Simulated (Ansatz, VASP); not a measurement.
One calculation of HfO2, two programs

```
Hf O
1.0
     0.02107    2.56447    2.50607
     2.60093    0.02799    2.49915
     2.61452    2.57114    0.01439
Hf O
1 2
Direct
  0.00488 0.99583 0.00137
  0.24828 0.25133 0.24724
  0.74684 0.75284 0.75139
```

Change from the starting cell: cell sheared at random, sigma 0.01, atoms nudged by 0.01 Å.

Alike in both runs: task single point; functional PBE; k mesh 8 × 8 × 8; occupations gaussian, width 0.05 eV; no spin polarisation.

|  | VASP | Ansatz |
| --- | --- | --- |
| version | VASP 6.6.1 | Ansatz 0.2.0 |
| potentials or method | VASP PAW PBE potentials, release 64 (Hf_pv, O), cutoff 520 eV | scalar-relativistic, plane waves, PAW |
| valence electrons in the cell | 22 | 38 |

```tsv
	VASP	Ansatz	Ansatz less VASP
gap on the k mesh at the Fermi level (eV)	3.41	3.42	+0.010
least direct gap on the mesh (eV)	3.50	3.49	-0.004
pressure (GPa)	-3.3	0.3	+3.61
traceless stress, the component that is largest in VASP (GPa)	9.62	9.44	-0.173
rms of the force components (eV/Å)	0.078	0.081	+0.0037
```

Atom by atom the forces differ by 0.005 eV/Å (rms over components). With one functional, cell and mesh, what is left measures potentials, basis and numerics. VASP's potentials hold 22 valence electrons a cell and Ansatz's 38, so a difference there can come from the potentials and not from the codes.

Spin-orbit coupling is off throughout.
